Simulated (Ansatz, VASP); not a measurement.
**One calculation of Rh, two programs**

```xyz
1
Lattice="0.0000 1.8979 1.8979 1.8979 0.0000 1.8979 1.8979 1.8979 0.0000" Properties=species:S:1:pos:R:3 pbc="T T T"
Rh    0.0000    0.0000    0.0000
```

Alike in both runs: functional LDA; k mesh 12 × 12 × 12; occupations fermi-dirac, width 0.05 eV; no spin polarisation.

|  | VASP | Ansatz |
| --- | --- | --- |
| version | VASP 6.6.1 | Ansatz 0.2.0 |
| potentials or method | VASP PAW LDA potentials, release 64 (Rh_pv), cutoff 520 eV | all-electron LAPW, scalar-relativistic |
| task | single point | band structure |

|  | VASP | Ansatz | Ansatz less VASP |
| --- | --- | --- | --- |
| gap on the k mesh at the Fermi level (eV) | none | none | - |
| pressure (GPa) | -9.1 | -9.9 | -0.79 |

LDA's correlation is that of Perdew and Zunger in VASP and of Perdew and Wang (1992) in Ansatz. A gap of «none» marks a metal or a gap that the smearing closes. Ansatz ran all-electron here, and VASP with PAW potentials.
